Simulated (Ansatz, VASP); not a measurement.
**One calculation of Si4PI, two programs**

```xyz
6
Lattice="4.9963 0.0000 0.0000 -2.4981 4.3269 0.0000 0.0000 0.0000 11.2852" Properties=species:S:1:pos:R:3 pbc="T T T"
Si    0.0000    0.0000    3.5245
Si    0.0000    0.0000    7.7606
Si    0.0000    2.8846    0.0000
Si    2.4981    1.4423    0.0000
P     0.0000    0.0000    5.6426
I     0.0000    0.0000    0.0000
```

Alike in both runs: functional PBE; k mesh 12 × 12 × 4; occupations gaussian, width 0.1 eV; no spin polarisation.

Ansatz relaxed the structure, and its values are those at the end. VASP's run is a single point on that final structure, the one shown.

```csv
,VASP,Ansatz
version,VASP 6.6.1,Ansatz 0.2.0
potentials or method,"VASP PAW PBE potentials, release 64 (Si, P, I), cutoff 520 eV","scalar-relativistic, plane waves, PAW"
valence electrons in the cell,28,38
```

Ansatz gave:

| Quantity | Value |
| --- | --- |
| gap on the k mesh at the Fermi level (eV) | none |
| pressure (GPa) | 0.0 |
| rms of the force components (eV/Å) | 0.001 |

Question: What did VASP give for the same quantities?

Answer: gap on the k mesh at the Fermi level (eV): none; pressure (GPa): 0.0; rms of the force components (eV/Å): 0.010.

A gap of «none» marks a metal or a gap that the smearing closes. VASP's potentials hold 28 valence electrons a cell and Ansatz's 38, so a difference there can come from the potentials and not from the codes.

Neither program's run includes spin-orbit coupling.
